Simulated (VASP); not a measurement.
# InSe (C2/m) in VASP: single point with PBE

Aim: the single point of InSe with PBE.

Program: VASP 6.6.1. These are calculated values, not measurements. Logs are shortened: lines on timing, memory, paths and dates and some standing lists are left out, and cuts for length are marked.

## Step 1: The cell of the first run

It takes space group C2/m (No. 12, monoclinic). Conventional cell: a = 11.735 Å, b = 4.110 Å, c = 4.610 Å, α = 90.00°, β = 110.30°, γ = 90.00°. Se (site symmetry m) has 5 In at 2.58 to 3.51 Å and 3 Se at 3.51 to 3.52 Å within 3.6 Å. Within 3.8 Å of In (site symmetry m) lie 5 Se at 2.58 to 3.51 Å and 3 In at 2.74 to 3.74 Å.

## Step 2: Single point, PBE

INCAR reads:

```
SYSTEM = InSe
PREC = Accurate
ENCUT = 520
EDIFF = 1E-6
ISMEAR = -1
SIGMA = 0.1
LREAL = .FALSE.
LASPH = .TRUE.
NELM = 100
ALGO = Fast
ISIF = 2
LWAVE = .FALSE.
LCHARG = .FALSE.
GGA = PE
NBANDS = 48
```

KPOINTS reads:

```
regular mesh
0
G
  3 6 6
  0 0 0
```

POSCAR reads:

```
InSe
1.0
   11.0195290000      0.0000000000      0.0000000000
    0.0000000000      4.1098240000      0.0000000000
    0.2251900000      0.0000000000      4.6043030000
Se In
4 4
Direct
    0.1600000000      0.5000000000      0.4820000000
    0.8400000000      0.5000000000      0.5180000000
    0.3400000000      0.0000000000      0.0180000000
    0.6600000000      0.0000000000      0.9820000000
    0.3840000000      0.5000000000      0.6210000000
    0.6160000000      0.5000000000      0.3790000000
    0.1160000000      0.0000000000      0.8790000000
    0.8840000000      0.0000000000      0.1210000000
```

Potentials or basis: VASP PAW PBE potentials, release 64 (Se, In_d).

Run with:

```sh
> cat potpaw_PBE.64/Se/POTCAR potpaw_PBE.64/In_d/POTCAR > POTCAR
> mpirun -np 1 vasp_std > vasp.out
```

OUTCAR:

```text
SYSTEM = InSe
   PREC = Accurate
   ENCUT = 520
   EDIFF = 1E-6
   ISMEAR = -1
   LREAL = .FALSE.
   LASPH = .TRUE.
   NELM = 100
   ISIF = 2
   GGA = PE

 ion  position               nearest neighbor table
   1  0.160  0.500  0.482-   5 2.58   7 2.78   7 2.78
   2  0.840  0.500  0.518-   6 2.58   8 2.78   8 2.78
   3  0.340  0.000  0.018-   7 2.58   5 2.78   5 2.78
   4  0.660  0.000  0.982-   8 2.58   6 2.78   6 2.78
   5  0.384  0.500  0.621-   1 2.58   6 2.74   3 2.78   3 2.78   7 3.74   7 3.74
   6  0.616  0.500  0.379-   2 2.58   5 2.74   4 2.78   4 2.78   8 3.74   8 3.74
   7  0.116  0.000  0.879-   3 2.58   8 2.74   1 2.78   1 2.78   5 3.74   5 3.74
   8  0.884  0.000  0.121-   4 2.58   7 2.74   2 2.78   2 2.78   6 3.74   6 3.74

  LATTYP: Found a simple monoclinic cell.
 ALAT       =     4.6098065742
 B/A-ratio  =     0.8915393594
 C/A-ratio  =     2.3904536606
 COS(beta)  =    -0.0488502058

  Lattice vectors:

 A1 = (   0.2251900000,   0.0000000000,   4.6043030000)
 A2 = (   0.0000000000,   4.1098240000,   0.0000000000)
 A3 = ( -11.0195290000,   0.0000000000,   0.0000000000)

Analysis of symmetry for initial positions (statically):
=====================================================================
 Subroutine PRICEL returns following result:

  LATTYP: Found a base centered monoclinic cell.
 ALAT       =    11.7353040252
 B/A-ratio  =     0.3502102708
 C/A-ratio  =     0.3928152662
 COS(beta)  =    -0.3469445960

  Lattice vectors:

 A1 = (   5.3971695000,  -2.0549120000,  -2.3021515000)
 A2 = (   5.3971695000,   2.0549120000,  -2.3021515000)
 A3 = (   0.2251900000,   0.0000000000,   4.6043030000)

   2 primitive cells build up your supercell.

 Routine SETGRP: Setting up the symmetry group for a
 simple monoclinic supercell.

 Subroutine GETGRP returns: Found  4 space group operations
 (whereof  4 operations were pure point group operations)
 out of a pool of  4 trial point group operations.

The static configuration has the point symmetry C_2h.

Analysis of symmetry for dynamics (positions and initial velocities):
=====================================================================
 Subroutine PRICEL returns following result:

  LATTYP: Found a base centered monoclinic cell.
 ALAT       =    11.7353040252
 B/A-ratio  =     0.3502102708
 C/A-ratio  =     0.3928152662
 COS(beta)  =    -0.3469445960

  Lattice vectors:

 A1 = (   5.3971695000,  -2.0549120000,  -2.3021515000)
 A2 = (   5.3971695000,   2.0549120000,  -2.3021515000)
 A3 = (   0.2251900000,   0.0000000000,   4.6043030000)

   2 primitive cells build up your supercell.

 Routine SETGRP: Setting up the symmetry group for a
 simple monoclinic supercell.

 Subroutine GETGRP returns: Found  4 space group operations
 (whereof  4 operations were pure point group operations)
 out of a pool of  4 trial point group operations.

The dynamic configuration has the point symmetry C_2h.

 Subroutine INISYM returns: Found  4 space group operations
 (whereof  4 operations are pure point group operations),
 and found     2 'primitive' translations

----------------------------------------------------------------------------------------

                                     Primitive cell

  volume of cell :     104.2606

  direct lattice vectors                    reciprocal lattice vectors
     5.397169500 -2.054912000 -2.302151500     0.090747980 -0.243319422 -0.004438356
     5.397169500  2.054912000 -2.302151500     0.090747980  0.243319422 -0.004438356
     0.225190000  0.000000000  4.604303000     0.090747980  0.000000000  0.212749783

  length of vectors
     6.217073545  6.217073545  4.609806574     0.259729159  0.259729159  0.231295625

  position of ions in fractional coordinates (direct lattice)
     0.660000000  0.660000000  0.642000000
     0.340000000  0.340000000  0.358000000
     0.884000000  0.884000000  0.005000000
     0.116000000  0.116000000  0.995000000

  ion indices of the primitive-cell ions
   primitive index   ion index
                 1           1
                 2           2
                 3           5
                 4           6

----------------------------------------------------------------------------------------

 KPOINTS: regular mesh

Automatic generation of k-mesh.
 Grid dimensions read from file:
 generate k-points for:    3    6    6

 Generating k-lattice:

  Cartesian coordinates                     Fractional coordinates (reciprocal lattice)
     0.030249327  0.000000000 -0.001479452     0.333333333  0.000000000  0.000000000
     0.000000000  0.040553237  0.000000000     0.000000000  0.166666667  0.000000000
     0.000000000  0.000000000  0.036198023     0.000000000  0.000000000  0.166666667

  Length of vectors
     0.030285484  0.040553237  0.036198023

  Shift w.r.t. Gamma in fractional coordinates (k-lattice)
     0.000000000  0.000000000  0.000000000

 Subroutine IBZKPT returns following result:
 ===========================================

 Found     40 irreducible k-points:

 Following reciprocal coordinates:
            Coordinates               Weight
  0.000000  0.000000  0.000000      1.000000
  0.333333  0.000000 -0.000000      2.000000
  0.000000  0.166667  0.000000      2.000000
  0.333333  0.166667 -0.000000      4.000000
  0.000000  0.333333  0.000000      2.000000
  0.333333  0.333333 -0.000000      4.000000
[... 16 lines left out ...]
 -0.333333  0.000000  0.333333      2.000000
  0.000000  0.166667  0.333333      4.000000
 [... further k-points ...]
   k-points           NKPTS =     40   k-points in BZ     NKDIM =     40   number of bands    NBANDS=     48
   number of dos      NEDOS =    301   number of ions     NIONS =      8
   total plane-waves  NPLWV =  96768
   dimension x,y,z NGX =    84 NGY =   32 NGZ =   36
   dimension x,y,z NGXF=   168 NGYF=   64 NGZF=   72
   ions per type =               4   4
   NGX,Y,Z   is equivalent  to a cutoff of  12.67, 12.94, 12.98 a.u.
   NGXF,Y,Z  is equivalent  to a cutoff of  25.35, 25.89, 25.97 a.u.
 SYSTEM =  InSe
   PREC   = accura    normal or accurate (medium, high low for compatibility)
   ISTART =      0    job   : 0-new  1-cont  2-samecut
   ICHARG =      2    charge: 1-file 2-atom 10-const
   ISPIN  =      1    spin polarized calculation?
   LNONCOLLINEAR =      F non collinear calculations
   LSORBIT =      F    spin-orbit coupling
   LASPH  =      T    aspherical Exc in radial PAW
   ENCUT  =  520.0 eV  38.22 Ry    6.18 a.u.  20.49  7.64  8.57*2*pi/ulx,y,z
   NELM   =    100;   NELMIN=  2; NELMDL= -5     # of ELM steps
   EDIFF  = 0.1E-05   stopping-criterion for ELM
   LREAL  =      F    real-space projection
   EDIFFG = 0.1E-04   stopping-criterion for IOM
   NSW    =      0    number of steps for IOM
   IBRION =     -1    ionic relax: 0-MD 1-quasi-New 2-CG
   NFREE  =      0    steps in history (QN), initial steepest desc. (CG)
   ISIF   =      2    stress and relaxation
   ISYM   =      2    0-nonsym 1-usesym 2-fastsym
   POTIM  = 0.5000    time-step for ionic-motion
   TEBEG  =    0.0;   TEEND  =   0.0 temperature during run
   PSTRESS=    0.0 pullay stress
   NELECT =      76.0000    total number of electrons
   NUPDOWN=      -1.0000    fix difference up-down
   EMIN   =  10.00;   EMAX   =-10.00  energy-range for DOS
   EFERMI =   0.00;   METHOD = LEGACY
   ISMEAR =    -1;   SIGMA  =   0.10  broadening in eV -4-tet -1-fermi 0-gaus
   EFERMI_NEDOS =   21; number of points for ismear=-14 and -15
   IALGO  =     68    algorithm
   IMIX   =      4    mixing-type and parameters
     AMIX     =   0.40;   BMIX     =  1.00
     AMIX_MAG =   1.60;   BMIX_MAG =  1.00
  volume/ion in A,a.u.               =      26.07       175.90
  Fermi-wavevector in a.u.,A,eV,Ry     =   1.169399  2.209843 18.605879  1.367494
  Thomas-Fermi vector in A             =   2.305872
   LORBIT       =      0    0 simple, 1 ext, 2 COOP (PROOUT), +10 PAW based schemes
   GGA     = PE    functional components
   LHFCALC =     F    Hartree Fock is set to
   AEXX    =    0.0000 exact exchange contribution
   IVDW    =     0    specifies the selected vdW correction
   LEPSILON=     F    determine dielectric tensor
   LRPA    =     F    only Hartree local field effects (RPA)
 non-spin polarized calculation
 RMM-DIIS sequential band-by-band and
  energy-cutoff  :      520.00
  volume of cell :      208.52
 maximum number of plane-waves:      5652
 NGX is ok and might be reduce to    84
   NGX = 41   NGY = 15   NGZ = 17

 number of electron      75.9999985 magnetization

 Free energy of the ion-electron system (eV)
  ---------------------------------------------------
  ext. energy  EPLUGINS =         0.00000000
  ---------------------------------------------------
  free energy    TOTEN  =       -27.77851614 eV

  energy without entropy =      -27.77791262  energy(sigma->0) =      -27.77821438

 E-fermi :   5.4020     XC(G=0):  -9.5813

 val. band max:        4.8773765947   @ k =  -0.3333   0.0000   0.3333
 cond. band min:       5.9752083945   @ k =   0.0000   0.0000   0.0000
 fundamental gap:      1.0978317998
 Fermi energy:         5.4020435841

 k-point     1 :       0.0000    0.0000    0.0000
  band No.  band energies     occupation
      1      -9.8428      2.00000
      2      -9.7767      2.00000
      3      -9.7372      2.00000
      4      -9.5344      2.00000
      5      -9.5278      2.00000
      6      -9.4749      2.00000
[... 40 lines left out ...]
     47      10.2473      0.00000
     48      10.3261      0.00000

 k-point     2 :       0.3333    0.0000   -0.0000
  band No.  band energies     occupation
      1      -9.8334      2.00000
      2      -9.8068      2.00000
      3      -9.6863      2.00000
      4      -9.6020      2.00000
      5      -9.5108      2.00000
      6      -9.4692      2.00000
[... 1114 lines left out ...]
 k-point    24 :       0.0000    0.1667    0.3333
  band No.  band energies     occupation
      1      -9.8280      2.00000
      2      -9.8027      2.00000
      3      -9.7037      2.00000
      4      -9.6347      2.00000
      5      -9.5134      2.00000
      6      -9.5017      2.00000
[... 40 lines left out ...]
     47       9.7283      0.00000
     48      10.4972      0.00000

 [... further k-points ...]

------------------------ aborting loop because EDIFF is reached ----------------------------------------

  FORCE on cell =-STRESS in cart. coord.  units (eV):
  Direction    XX          YY          ZZ          XY          YZ          ZX
  --------------------------------------------------------------------------------------
  -------------------------------------------------------------------------------------
  Total        8.6232369      1.8250103      1.3446317      0.0000000      0.0000000      0.5958497
  in kB       66.2568446     14.0225094     10.3315097      0.0000000      0.0000000      4.5782254
  external PRESSURE =      30.2036213 kB  Pullay stress =       0.0000000 kB

 VOLUME and BASIS-vectors are now :
 -----------------------------------------------------------------------------
  energy-cutoff  :      520.00
  volume of cell :      208.52
      direct lattice vectors                 reciprocal lattice vectors
    11.019529000  0.000000000  0.000000000     0.090747980  0.000000000 -0.004438356
     0.000000000  4.109824000  0.000000000     0.000000000  0.243319422  0.000000000
     0.225190000  0.000000000  4.604303000     0.000000000  0.000000000  0.217188139

 POSITION                                       TOTAL-FORCE (eV/Angst)
 -----------------------------------------------------------------------------------
      1.87167      2.05491      2.21927        -0.768421      0.000000      0.150519
      9.37305      2.05491      2.38503         0.768421     -0.000000     -0.150519
      3.75069      0.00000      0.08288         0.768421     -0.000000     -0.150519
      7.49403      0.00000      4.52143        -0.768421     -0.000000      0.150519
      4.37134      2.05491      2.85927         0.102680     -0.000000      0.523949
      6.87338      2.05491      1.74503        -0.102680     -0.000000     -0.523949
      1.47621      0.00000      4.04718        -0.102680      0.000000     -0.523949
      9.76851      0.00000      0.55712         0.102680     -0.000000      0.523949
 -----------------------------------------------------------------------------------
    total drift:                                0.000000      0.000000      0.000000

  FREE ENERGIE OF THE ION-ELECTRON SYSTEM (eV)
  ---------------------------------------------------
  free  energy   TOTEN  =       -27.7785161449 eV

  energy  without entropy=      -27.7779126164  energy(sigma->0) =      -27.77821438
```

It took 4.2 min on 1 thread of Intel Xeon 6975P-C (Granite Rapids), shared host; peak memory 0.48 GiB.

What came out:

```
Free energy            : -27.7785 eV
Pressure               : 3.0 GPa
Largest force          : 0.783 eV/Å
Band gap on the k mesh : 1.10 eV
```

Forces in eV/Å, atoms in the order of the input:
```
Se  -0.768  0.000  0.151
Se   0.768  0.000 -0.151
Se   0.768  0.000 -0.151
Se  -0.768  0.000  0.151
In   0.103  0.000  0.524
In  -0.103  0.000 -0.524
In  -0.103  0.000 -0.524
In   0.103  0.000  0.524
```

Levels at points of the mesh, in eV from the valence-band top:
```
           k point  band 35  band 36  band 37  band 38  band 39  band 40  band 41  band 42
(0.00, 0.00, 0.00)    -1.15    -1.09    -0.58    -0.33     1.10     2.84     2.95     3.11
(0.00, 0.50, 0.00)    -1.22    -1.22    -1.19    -1.19     1.74     1.74     2.20     2.20
(0.00, 0.00, 0.50)    -0.76    -0.76    -0.61    -0.61     1.79     1.79     2.73     2.73
(0.00, 0.50, 0.50)    -2.38    -2.38    -1.62    -1.62     2.23     2.23     3.32     3.32
```

Caveat: the cell stands under pressure; spin-orbit coupling is left out, which moves the levels of the heavy elements; an odd mesh through Γ misses points on the zone boundary, where band edges can lie.
